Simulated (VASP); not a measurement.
Here is a VASP 6.6.1 calculation.

File INCAR:

```
SYSTEM = Y
PREC = Accurate
ENCUT = 520
EDIFF = 1E-7
ISMEAR = 0
SIGMA = 0.1
LREAL = .FALSE.
LASPH = .TRUE.
NELM = 100
ALGO = Fast
ISIF = 2
LWAVE = .FALSE.
LCHARG = .TRUE.
GGA = PE
LELF = .TRUE.
LVHAR = .TRUE.
NBANDS = 18
```

KPOINTS

```
Automatic mesh
0
G
  14 14 10
  0 0 0
```

The input POSCAR:

```
Y
1.0
    2.4556303362      2.4556303362      0.0000000000
   -2.4556303362      2.4556303362      0.0000000000
    0.0000000000      0.0000000000      5.1542921284
Y
2
Direct
    0.0000000000      0.0000000000      0.0000000000
    0.5000000000      0.5000000000      0.5000000000
```

Potentials or basis: VASP PAW PBE potentials, release 64 (Y_sv).

Launch:

```bash
$ cat potpaw_PBE.64/Y_sv/POTCAR > POTCAR
$ mpirun -np 1 vasp_std > vasp.out
```

Question: Estimate the pressure.

Answer: 1.6 GPa.

Question: Estimate the band gap on the k mesh.

Answer: Zero (bands 11 and 12 overlap by 1.74 eV).

Stress tensor (GPa, compression positive):
```
2.16 0.00 0.00
0.00 2.16 0.00
0.00 0.00 0.62
```

Caveat: the cell differs from its parent crystal (biaxial strain in the a-b plane: -3.0 %).
